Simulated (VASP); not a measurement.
Here is a VASP 6.6.1 calculation.

Contents of INCAR:

```
PREC     = Accurate       # precision mode
ENCUT    = 520            # plane-wave cutoff, eV
EDIFF    = 1E-8           # SCF threshold, eV
ISMEAR   = -1             # smearing method
SIGMA    = 0.15           # smearing width, eV
LREAL    = False          # projectors in reciprocal space
LASPH    = True           # aspherical terms in the spheres
NELM     = 80             # most SCF steps
ALGO     = Normal         # electronic algorithm
ISIF     = 2              # what is computed and relaxed
LWAVE    = False          # write WAVECAR
LCHARG   = True           # write CHGCAR
GGA      = PE             # functional
NBANDS   = 16             # bands
IBRION   = 8              # ionic algorithm
NSW      = 1              # ionic steps
```

The input KPOINTS:

```
Automatic mesh
0
Gamma
  18 18 12
```

POSCAR

```
ZrB2
1.0
    3.1716141221      0.0000000000      0.0000000000
   -1.5858070610      2.7466984007      0.0000000000
    0.0000000000      0.0000000000      3.5419190140
Zr B
1 2
Direct
    0.0000000000      0.0000000000      0.0000000000
    0.3333333333      0.6666666667      0.5000000000
    0.6666666667      0.3333333333      0.5000000000
```

Potentials or basis: VASP PAW PBE potentials, release 64 (Zr_sv, B).

Run with:

```sh
$ cat potpaw_PBE.64/Zr_sv/POTCAR potpaw_PBE.64/B/POTCAR > POTCAR
$ mpirun -np 1 vasp_std > vasp.out
```

**Question.** What does it give for the highest phonon frequency at Γ?

**Answer.** 767 cm⁻¹.

Phonon frequencies in cm⁻¹ (negative: imaginary):
```
              q point                    frequencies
(0.000, 0.000, 0.000)  0 0 0 449 449 468 552 767 767
```
